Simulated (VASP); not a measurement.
Set up this calculation in VASP 6.6.1, as the native input.

```
Task                   : single point
Functional             : PBE
Potentials or basis    : VASP PAW PBE potentials, release 64 (Si, C)
Cutoff                 : 520 eV
k mesh                 : 1 × 1 × 1, shifted
Occupations            : fermi-dirac, width 0.1379 eV
Spin                   : no spin polarisation
Dipole correction      : no
Mended                 : yes
Further INCAR settings : LREAL = Auto; ALGO = Normal; EDIFF = 1e-06; NBANDS = 46; ISYM = -1
```

The structure of SiC lies in POSCAR:

```
SiC
1.0
    5.8188710000      0.1233160000     -0.1634130000
    0.1233160000      5.8466490000     -0.1286390000
   -0.1634130000     -0.1286390000      5.4181290000
Si C
8 8
Direct
    0.3925065390      0.1153704765      0.6817140776
    0.9651947796      0.9172061429      0.7500939633
    0.6340561214      0.4218912933      1.1163843989
    0.8720487968      0.7307184241      0.1710189989
    0.7059948315      0.3712473104      0.6791111131
    0.2746531952      0.1159975877      0.2479598984
    0.3081073516      0.7368161751      0.3676032894
    0.3897036483      0.6655011900      0.8188773375
    0.1621980135      0.1845312376      0.8572204866
    0.0450613715      0.3869266610      0.7414560400
    0.6113677941      1.0741440273      0.0861833040
    0.1092359747      0.6379604343      0.8772788855
    0.8651577932      0.2787900500      0.3624978851
    0.0760683484      0.3271397639      0.4437986783
    0.6344641432      0.8944112367      0.9008476646
    0.8143799023      1.0285482356      0.2796475830
```

These files were run (other wordings do the same):

INCAR

```
PREC = Accurate ; ENCUT = 520
EDIFF = 1E-6 ; ISMEAR = -1
SIGMA = 0.1379 ; LREAL = Auto
LASPH = True ; NELM = 120
ALGO = Normal ; ISIF = 2
LWAVE = False ; LCHARG = False
GGA = PE ; NBANDS = 46
ISYM = -1 ; GGA_COMPAT = False
```

KPOINTS

```
explicit points
1
Reciprocal
  0.25000000   0.25000000   0.25000000 1
```

Potentials or basis: VASP PAW PBE potentials, release 64 (Si, C).

Run with:

```console
$ cat potpaw_PBE.64/Si/POTCAR potpaw_PBE.64/C/POTCAR > POTCAR
$ mpirun -np 1 vasp_std > vasp.out
```

Results of the run:

The pressure is 2.4 GPa and the largest force is 5.780 eV/Å.

Caveat: the atoms stand as in a frame of molecular dynamics.

Run time: 14 s on 1 thread of AMD EPYC 9R45 96-Core Processor (Zen 5), with other jobs on the host, peak memory 0.23 GiB.
